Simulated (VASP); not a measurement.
# Bi (Im-3m) in VASP: a series of runs

Runs on Bi. Level: PBEsol. Tasks: single point.

Program: VASP 6.6.1. These are calculated values, not measurements. Logs are shortened: lines on timing, memory, paths and dates and some standing lists are left out, and cuts for length are marked.

**1. The cell of the first run**

The structure is cubic, space group Im-3m (No. 229). Conventional cell: a = 3.755 Å, b = 3.755 Å, c = 3.755 Å, α = 90.00°, β = 90.00°, γ = 90.00°. Within 4.3 Å of Bi (site symmetry m-3m) lie 14 Bi at 3.25 to 3.76 Å.

**2. Single point, PBEsol (volume scaled by 0.88)**

INCAR

```
SYSTEM = Bi
PREC = Accurate ; ENCUT = 520
EDIFF = 1E-6 ; ISMEAR = -1
SIGMA = 0.1 ; LREAL = .False.
LASPH = .True. ; NELM = 80
ALGO = Normal ; ISIF = 2
LWAVE = .False. ; LCHARG = .False.
GGA = PS ; NBANDS = 14
```

KPOINTS

```
regular mesh
0
Gamma
  13 13 13
  0 0 0
```

POSCAR

```
Bi
1.0
   -1.8777456465      1.8777456465      1.8777456465
    1.8777456465     -1.8777456465      1.8777456465
    1.8777456465      1.8777456465     -1.8777456465
Bi
1
Direct
    0.0000000000      0.0000000000      0.0000000000
```

Potentials or basis: VASP PAW PBE potentials, release 64 (Bi_d).

The run is started by

```bash
$ cat potpaw_PBE.64/Bi_d/POTCAR > POTCAR
$ mpirun -np 1 vasp_std > vasp.out
```

OUTCAR:

```text
SYSTEM = Bi
   PREC = Accurate
   ENCUT = 520
   EDIFF = 1E-6
   ISMEAR = -1
   LREAL = .False.
   LASPH = .True.
   NELM = 80
   ISIF = 2
   GGA = PS

 ion  position               nearest neighbor table
   1  0.000  0.000  0.000-

  LATTYP: Found a body centered cubic cell.
 ALAT       =     3.7554912930

  Lattice vectors:

 A1 = (  -1.8777456465,   1.8777456465,   1.8777456465)
 A2 = (   1.8777456465,  -1.8777456465,   1.8777456465)
 A3 = (   1.8777456465,   1.8777456465,  -1.8777456465)

Analysis of symmetry for initial positions (statically):
=====================================================================
 Subroutine PRICEL returns:
 Original cell was already a primitive cell.

 Routine SETGRP: Setting up the symmetry group for a
 body centered cubic supercell.

 Subroutine GETGRP returns: Found 48 space group operations
 (whereof 48 operations were pure point group operations)
 out of a pool of 48 trial point group operations.

The static configuration has the point symmetry O_h .

Analysis of symmetry for dynamics (positions and initial velocities):
=====================================================================
 Subroutine PRICEL returns:
 Original cell was already a primitive cell.

 Routine SETGRP: Setting up the symmetry group for a
 body centered cubic supercell.

 Subroutine GETGRP returns: Found 48 space group operations
 (whereof 48 operations were pure point group operations)
 out of a pool of 48 trial point group operations.

The dynamic configuration has the point symmetry O_h .

 Subroutine INISYM returns: Found 48 space group operations
 (whereof 48 operations are pure point group operations),
 and found     1 'primitive' translations

----------------------------------------------------------------------------------------

                                     Primitive cell

  volume of cell :      26.4832

  direct lattice vectors                    reciprocal lattice vectors
    -1.877745646  1.877745646  1.877745646     0.000000000  0.266276746  0.266276746
     1.877745646 -1.877745646  1.877745646     0.266276746  0.000000000  0.266276746
     1.877745646  1.877745646 -1.877745646     0.266276746  0.266276746  0.000000000

  length of vectors
     3.252350863  3.252350863  3.252350863     0.376572185  0.376572185  0.376572185

  position of ions in fractional coordinates (direct lattice)
     0.000000000  0.000000000  0.000000000

  ion indices of the primitive-cell ions
   primitive index   ion index
                 1           1

----------------------------------------------------------------------------------------

 KPOINTS: regular mesh

Automatic generation of k-mesh.
 Grid dimensions read from file:
 generate k-points for:   13   13   13

 Generating k-lattice:

  Cartesian coordinates                     Fractional coordinates (reciprocal lattice)
     0.000000000  0.020482827  0.020482827     0.076923077  0.000000000  0.000000000
     0.020482827  0.000000000  0.020482827     0.000000000  0.076923077  0.000000000
     0.020482827  0.020482827  0.000000000     0.000000000  0.000000000  0.076923077

  Length of vectors
     0.028967091  0.028967091  0.028967091

  Shift w.r.t. Gamma in fractional coordinates (k-lattice)
     0.000000000  0.000000000  0.000000000

 Subroutine IBZKPT returns following result:
 ===========================================

 Found     84 irreducible k-points:

 Following reciprocal coordinates:
            Coordinates               Weight
  0.000000  0.000000  0.000000      1.000000
  0.076923  0.000000  0.000000     12.000000
  0.153846  0.000000  0.000000     12.000000
  0.230769  0.000000  0.000000     12.000000
  0.307692  0.000000  0.000000     12.000000
  0.384615  0.000000  0.000000     12.000000
[... 16 lines left out ...]
  0.153846  0.076923  0.076923     24.000000
  0.230769  0.076923  0.076923     24.000000
 [... further k-points ...]
   k-points           NKPTS =     84   k-points in BZ     NKDIM =     84   number of bands    NBANDS=     14
   number of dos      NEDOS =    301   number of ions     NIONS =      1
   total plane-waves  NPLWV =  13824
   dimension x,y,z NGX =    24 NGY =   24 NGZ =   24
   dimension x,y,z NGXF=    48 NGYF=   48 NGZF=   48
   ions per type =               1
   NGX,Y,Z   is equivalent  to a cutoff of  12.27, 12.27, 12.27 a.u.
   NGXF,Y,Z  is equivalent  to a cutoff of  24.54, 24.54, 24.54 a.u.
 SYSTEM =  Bi
   PREC   = accura    normal or accurate (medium, high low for compatibility)
   ISTART =      0    job   : 0-new  1-cont  2-samecut
   ICHARG =      2    charge: 1-file 2-atom 10-const
   ISPIN  =      1    spin polarized calculation?
   LNONCOLLINEAR =      F non collinear calculations
   LSORBIT =      F    spin-orbit coupling
   LASPH  =      T    aspherical Exc in radial PAW
   ENCUT  =  520.0 eV  38.22 Ry    6.18 a.u.   6.05  6.05  6.05*2*pi/ulx,y,z
   NELM   =     80;   NELMIN=  2; NELMDL= -5     # of ELM steps
   EDIFF  = 0.1E-05   stopping-criterion for ELM
   LREAL  =      F    real-space projection
   EDIFFG = 0.1E-04   stopping-criterion for IOM
   NSW    =      0    number of steps for IOM
   IBRION =     -1    ionic relax: 0-MD 1-quasi-New 2-CG
   NFREE  =      0    steps in history (QN), initial steepest desc. (CG)
   ISIF   =      2    stress and relaxation
   ISYM   =      2    0-nonsym 1-usesym 2-fastsym
   POTIM  = 0.5000    time-step for ionic-motion
   TEBEG  =    0.0;   TEEND  =   0.0 temperature during run
   PSTRESS=    0.0 pullay stress
   NELECT =      15.0000    total number of electrons
   NUPDOWN=      -1.0000    fix difference up-down
   EMIN   =  10.00;   EMAX   =-10.00  energy-range for DOS
   EFERMI =   0.00;   METHOD = LEGACY
   ISMEAR =    -1;   SIGMA  =   0.10  broadening in eV -4-tet -1-fermi 0-gaus
   EFERMI_NEDOS =   21; number of points for ismear=-14 and -15
   IALGO  =     38    algorithm
   IMIX   =      4    mixing-type and parameters
     AMIX     =   0.40;   BMIX     =  1.00
     AMIX_MAG =   1.60;   BMIX_MAG =  1.00
  volume/ion in A,a.u.               =      26.48       178.72
  Fermi-wavevector in a.u.,A,eV,Ry     =   1.354509  2.559650 24.962528  1.834694
  Thomas-Fermi vector in A             =   2.481674
   LORBIT       =      0    0 simple, 1 ext, 2 COOP (PROOUT), +10 PAW based schemes
   GGA     = PS    functional components
   LHFCALC =     F    Hartree Fock is set to
   AEXX    =    0.0000 exact exchange contribution
   IVDW    =     0    specifies the selected vdW correction
   LEPSILON=     F    determine dielectric tensor
   LRPA    =     F    only Hartree local field effects (RPA)
 non-spin polarized calculation
  energy-cutoff  :      520.00
  volume of cell :       26.48
 maximum number of plane-waves:       724
   NGX = 13   NGY = 13   NGZ = 13

 number of electron      14.9999993 magnetization

 Free energy of the ion-electron system (eV)
  ---------------------------------------------------
  ext. energy  EPLUGINS =         0.00000000
  ---------------------------------------------------
  free energy    TOTEN  =        -4.12948013 eV

  energy without entropy =       -4.10610280  energy(sigma->0) =       -4.11779147

 E-fermi :   9.8755     XC(G=0): -11.2319

 val. band max:        9.8620444848   @ k =   0.2308   0.1538   0.0769
 cond. band min:       9.8886188337   @ k =  -0.3846   0.3846   0.2308
 fundamental gap:      0.0265743489
 Fermi energy:         9.8755293219

 k-point     1 :       0.0000    0.0000    0.0000
  band No.  band energies     occupation
      1     -13.2041      2.00000
      2     -13.2041      2.00000
      3     -13.2041      2.00000
      4     -12.9857      2.00000
      5     -12.9857      2.00000
      6      -4.8683      2.00000
      7      16.3041      0.00000
      8      16.3041      0.00000
      9      16.3041      0.00000
     10      20.3835      0.00000
     11      20.3835      0.00000
     12      20.3835      0.00000
     13      21.3255      0.00000
     14      22.7328      0.00000

 k-point     2 :       0.0769    0.0000    0.0000
  band No.  band energies     occupation
      1     -13.2083      2.00000
      2     -13.1980      2.00000
      3     -13.1844      2.00000
      4     -12.9904      2.00000
      5     -12.9863      2.00000
      6      -4.7377      2.00000
      7      14.9868      0.00000
      8      15.8615      0.00000
      9      16.1421      0.00000
     10      19.5606      0.00000
     11      20.0251      0.00000
     12      20.2628      0.00000
     13      22.0820      0.00000
     14      23.2973      0.00000

 k-point     3 :       0.1538    0.0000    0.0000
  band No.  band energies     occupation
      1     -13.2198      2.00000
      2     -13.1831      2.00000
      3     -13.1294      2.00000
      4     -13.0022      2.00000
      5     -12.9880      2.00000
      6      -4.3470      2.00000
      7      12.5049      0.00000
      8      14.8765      0.00000
      9      15.6838      0.00000
     10      18.5102      0.00000
     11      19.3987      0.00000
     12      20.2889      0.00000
     13      22.7245      0.00000
     14      24.5377      0.00000
[... 324 lines left out ...]
 k-point    23 :       0.1538    0.0769    0.0769
  band No.  band energies     occupation
      1     -13.2235      2.00000
      2     -13.1910      2.00000
      3     -13.0223      2.00000
      4     -13.0064      2.00000
      5     -12.9953      2.00000
      6      -3.4503      2.00000
      7       9.5447      1.92943
      8      12.6742      0.00000
      9      13.5120      0.00000
     10      19.7065      0.00000
     11      20.2479      0.00000
     12      21.3413      0.00000
     13      22.9606      0.00000
     14      24.1273      0.00000

 k-point    24 :       0.2308    0.0769    0.0769
  band No.  band energies     occupation
      1     -13.2391      2.00000
      2     -13.1731      2.00000
      3     -13.0123      2.00000
      4     -12.9947      2.00000
      5     -12.9588      2.00000
      6      -2.5947      2.00000
      7       7.4767      2.00000
      8      11.4637      0.00000
      9      12.8673      0.00000
     10      19.2594      0.00000
     11      20.2789      0.00000
     12      21.8839      0.00000
     13      23.5436      0.00000
     14      25.9245      0.00000

 [... further k-points ...]
[... 5 lines left out ...]
  --------------------------------------------------------------------------------------
  -------------------------------------------------------------------------------------
  Total        1.6641650      1.6641650      1.6641650      0.0000000      0.0000000      0.0000000
  in kB      100.6784878    100.6784878    100.6784878      0.0000000      0.0000000      0.0000000
  external PRESSURE =     100.6784878 kB  Pullay stress =       0.0000000 kB

 VOLUME and BASIS-vectors are now :
 -----------------------------------------------------------------------------
  energy-cutoff  :      520.00
  volume of cell :       26.48
      direct lattice vectors                 reciprocal lattice vectors
    -1.877745646  1.877745646  1.877745646     0.000000000  0.266276746  0.266276746
     1.877745646 -1.877745646  1.877745646     0.266276746  0.000000000  0.266276746
     1.877745646  1.877745646 -1.877745646     0.266276746  0.266276746  0.000000000

 POSITION                                       TOTAL-FORCE (eV/Angst)
 -----------------------------------------------------------------------------------
      0.00000      0.00000      0.00000         0.000000      0.000000      0.000000
 -----------------------------------------------------------------------------------
    total drift:                                0.000000      0.000000      0.000000

  FREE ENERGIE OF THE ION-ELECTRON SYSTEM (eV)
  ---------------------------------------------------
  free  energy   TOTEN  =        -4.1294801297 eV

  energy  without entropy=       -4.1061028024  energy(sigma->0) =       -4.11779147
```

It took 9.8 s on 1 thread of Intel Xeon Platinum 8488C (Sapphire Rapids), shared host; peak memory 0.15 GiB.

What came out:

| Quantity | Value |
| --- | --- |
| Free energy | -4.1295 eV |
| Pressure | 10.1 GPa |

Levels at points of the mesh, in eV from the Fermi level:
```csv
k point,band 3,band 4,band 5,band 6,band 7,band 8,band 9,band 10,band 11,band 12
"(0.00, 0.00, 0.00)",-23.08,-22.86,-22.86,-14.74,6.43,6.43,6.43,10.51,10.51,10.51
```

Caveat: the PAW data sets were made with another functional, which shifts forces and pressure a little; spin-orbit coupling is left out, which moves the levels of the heavy elements.

**3. Single point, PBEsol (volume scaled by 0.92)**

INCAR

```
SYSTEM = Bi
ALGO     = Normal         ! electronic algorithm
EDIFF    = 1E-6           ! SCF threshold, eV
ENCUT    = 520            ! plane-wave cutoff, eV
GGA      = PS             ! functional
ISIF     = 2              ! what is computed and relaxed
ISMEAR   = -1             ! smearing method
LASPH    = .True.         ! aspherical terms in the spheres
LCHARG   = .True.         ! write CHGCAR
LELF     = .True.         ! ELF
LREAL    = .False.        ! projectors in reciprocal space
LVHAR    = .True.       
LWAVE    = .False.        ! write WAVECAR
NBANDS   = 14             ! bands
NELM     = 60             ! most SCF steps
PREC     = Accurate       ! precision mode
SIGMA    = 0.1            ! smearing width, eV
```

KPOINTS

```
k-points
0
Gamma
  13 13 13
  0 0 0
```

POSCAR

```
Bi
1.0
   -1.9057758335      1.9057758335      1.9057758335
    1.9057758335     -1.9057758335      1.9057758335
    1.9057758335      1.9057758335     -1.9057758335
Bi
1
Direct
    0.0000000000      0.0000000000      0.0000000000
```

Potentials or basis: VASP PAW PBE potentials, release 64 (Bi_d).

The run is started by

```bash
$ cat potpaw_PBE.64/Bi_d/POTCAR > POTCAR
$ mpirun -np 1 vasp_std > vasp.out
```

It took 18 s on 1 thread of Intel Xeon Platinum 8488C (Sapphire Rapids), shared host; peak memory 0.17 GiB.

Results (log left out):

* Free energy: -4.1896 eV
* Pressure: 5.9 GPa

Levels at points of the mesh, in eV from the Fermi level:
| k point | band 3 | band 4 | band 5 | band 6 | band 7 | band 8 | band 9 | band 10 | band 11 | band 12 |
| --- | --- | --- | --- | --- | --- | --- | --- | --- | --- | --- |
| (0.00, 0.00, 0.00) | -23.02 | -22.83 | -22.83 | -14.37 | 6.06 | 6.06 | 6.06 | 10.53 | 10.53 | 10.53 |

Caveat: the PAW data sets were made with another functional, which shifts forces and pressure a little; spin-orbit coupling is left out, which moves the levels of the heavy elements.

**4. Single point, PBEsol (volume scaled by 0.96)**

INCAR

```
PREC = Accurate
ENCUT = 520
EDIFF = 1E-6
ISMEAR = -1
SIGMA = 0.1
LREAL = F
LASPH = T
NELM = 100
ALGO = Normal
ISIF = 2
LWAVE = F
LCHARG = F
GGA = PS
NBANDS = 14
```

KPOINTS

```
regular mesh
0
Gamma
  13 13 13
```

POSCAR

```
Bi
1.0
   -1.9330048813      1.9330048813      1.9330048813
    1.9330048813     -1.9330048813      1.9330048813
    1.9330048813      1.9330048813     -1.9330048813
Bi
1
Direct
    0.0000000000      0.0000000000      0.0000000000
```

The run is started by

```bash
$ cat potpaw_PBE.64/Bi_d/POTCAR > POTCAR
$ mpirun -np 1 vasp_std > vasp.out
```

Wall time 18 s (1 thread of Intel Xeon Platinum 8488C (Sapphire Rapids), shared host); peak memory 0.17 GiB.

It converged, with:

| Quantity | Value |
| --- | --- |
| Free energy | -4.2218 eV |
| Pressure | 2.6 GPa |

Levels at points of the mesh, in eV from the Fermi level:
```
           k point  band 5  band 6  band 7  band 8  band 9  band 10
(0.00, 0.00, 0.00)  -22.80  -14.03    5.72    5.72    5.72    10.15
```

Caveat: the PAW data sets were made with another functional, which shifts forces and pressure a little; spin-orbit coupling is left out, which moves the levels of the heavy elements.

(Continued in part 2 of 2.)
